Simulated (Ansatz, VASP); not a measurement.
**One calculation of NbTe, two programs**

File INCAR:

```
SYSTEM = NbTe
ALGO = Normal
EDIFF = 1E-6
ENCUT = 520
GGA = PE
ISIF = 2
ISMEAR = 0
LASPH = .True.
LCHARG = .True.
LELF = .True.
LREAL = .False.
LVHAR = .True.
LWAVE = .False.
NBANDS = 16
NELM = 60
PREC = Accurate
SIGMA = 0.014
```

KPOINTS

```
k-points
0
Gamma
  8 8 8
  0 0 0
```

File POSCAR:

```
NbTe
1.0
    3.4257000000      0.0000000000      0.0000000000
    0.0000000000      3.4257000000      0.0000000000
    0.0000000000      0.0000000000      3.4257000000
Nb Te
1 1
Direct
    0.5000000000      0.5000000000      0.5000000000
    0.0000000000      0.0000000000      0.0000000000
```

Contents of input.yaml:

```yaml
crystal:
  lattice:
    - [3.4257, 0.0, 0.0]
    - [0.0, 3.4257, 0.0]
    - [0.0, 0.0, 3.4257]
  atoms:
    - { symbol: Nb, position: [0.5, 0.5, 0.5] }
    - { symbol: Te, position: [0.0, 0.0, 0.0] }
hamiltonian:
  xc: pbe
  pseudopotentials: { kind: paw }
kpoints:
  mp_grid: { grid: [8, 8, 8] }
scf:
  occupations: { method: gaussian, width: 0.014 }
output:
  forces: true
  stress: true
  eigenvalues: true
```

Alike in both runs: task single point; functional PBE; k mesh 8 × 8 × 8; occupations gaussian, width 0.014 eV; no spin polarisation.

|  | VASP | Ansatz |
| --- | --- | --- |
| version | VASP 6.6.1 | Ansatz 0.2.0 |
| potentials or method | VASP PAW PBE potentials, release 64 (Nb_sv, Te) | Ansatz PAW |
| plane-wave cutoff (eV) | 520 | 420 |
| valence electrons in the cell | 19 | 29 |

```csv
,VASP,Ansatz,Ansatz less VASP
gap on the k mesh at the Fermi level (eV),none,none,-
pressure (GPa),-0.3,-0.1,+0.19
```

A gap of «none» marks a metal or a gap that the smearing closes. VASP's potentials hold 19 valence electrons a cell and Ansatz's 29, so a difference there can come from the potentials and not from the codes.

Spin-orbit coupling is off throughout.
